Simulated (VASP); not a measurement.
# MgO (de600): relaxation of cell and atoms with LDA

MgO (de600):

```xyz
2
Lattice="0.0000 2.1245 2.1245 2.1245 0.0000 2.1245 2.1245 2.1245 0.0000" Properties=species:S:1:pos:R:3 pbc="T T T"
Mg    0.0000    0.0000    0.0000
O     2.1245    2.1245    2.1245
```

```json
{
 "Program": "VASP 6.6.1",
 "Task": "relaxation of cell and atoms",
 "Functional": "LDA",
 "Potentials or basis": "VASP PAW LDA potentials, release 64 (Mg, O)",
 "Cutoff": "600 eV",
 "k mesh": "8 × 8 × 8",
 "Occupations": "gaussian, width 0.1 eV",
 "Spin": "no spin polarisation",
 "Dipole correction": "no",
 "Further INCAR settings": "ALGO = Normal; EDIFF = 1e-06; IBRION = 2; EDIFFG = -0.05; NSW = 100; ISIF = 3"
}
```

```yaml
Relaxed_volume: 8.89 Å³/atom
Relaxed_cell: a = 2.930 Å, b = 2.930 Å, c = 2.930 Å, α = 60.00°, β = 60.00°, γ = 60.00°
Space_group_after_relaxing_to_0.05_Å: Fm-3m (No. 225)
Energy_gained_by_relaxing: 26.9 meV/atom
Ionic_steps: 3
Pressure_after_relaxing: 0.0 GPa
Band_gap_on_the_k_mesh: 5.16 eV, direct
```

Step by step:
```csv
step,energy change (eV),largest force (eV/Å),pressure (GPa),volume (Å³)
1,0.0000,0.0000,-11.57,19.18
2,-0.0469,0.0000,4.99,17.32
3,-0.0539,0.0000,0.03,17.78
```

Final structure:
```
CELL_PARAMETERS angstrom
0.00000 2.07155 2.07155
2.07155 0.00000 2.07155
2.07155 2.07155 0.00000
ATOMIC_POSITIONS crystal
Mg 0.00000 0.00000 0.00000
O 0.50000 0.50000 0.50000
```

Levels at points of the mesh, in eV from the valence-band top:
```
           k point  band 1  band 2  band 3  band 4  band 5  band 6  band 7  band 8
(0.00, 0.00, 0.00)  -17.27    0.00    0.00    0.00    5.16   15.80   15.80   15.80
(0.50, 0.00, 0.00)  -15.78   -4.92   -0.72   -0.72    8.05   12.96   16.51   16.51
(0.50, 0.50, 0.00)  -15.49   -4.36   -1.44   -1.44    8.94   10.25   13.42   19.39
```

Wall time 13 s on 1 thread of Intel(R) Xeon(R) Platinum 8259CL CPU @ 2.50GHz (Skylake/Cascade Lake) (shared host), peak memory 0.14 GiB.

LDA usually gives volumes a few per cent too small. Zero-point motion and thermal expansion aren't in these numbers.
